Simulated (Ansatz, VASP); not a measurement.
**Two plane-wave programs on GaN**

```xyz
4
Lattice="3.1830 0.0000 0.0000 -1.5915 2.7566 0.0000 0.0000 0.0000 5.1835" Properties=species:S:1:pos:R:3 pbc="T T T"
Ga    0.0000    1.8377    0.0001
Ga    1.5915    0.9189    2.5918
N     0.0000    1.8377    1.9531
N     1.5915    0.9189    4.5448
```

Alike in both runs: functional r2SCAN; k mesh 8 × 8 × 5; no spin polarisation.

Ansatz relaxed the structure, and its values are those at the end. VASP's run is a single point on that final structure, the one shown.

|  | VASP | Ansatz |
| --- | --- | --- |
| version | VASP 6.6.1 | Ansatz 0.2.0 |
| potentials or method | VASP PAW PBE potentials, release 64 (Ga_d, N), cutoff 520 eV | scalar-relativistic, plane waves, PAW |
| occupations | gaussian, width 0.01 eV | fixed |
| valence electrons in the cell | 36 | 36 |

```csv
,VASP,Ansatz,Ansatz less VASP
gap on the k mesh at the Fermi level (eV),2.34,2.35,+0.007
least direct gap on the mesh (eV),2.34,2.35,+0.007
pressure (GPa),1.1,0.0,-1.09
rms of the force components (eV/Å),0.005,0.000,-0.0055
```

VASP's potentials were made for PBE, not for r2SCAN.
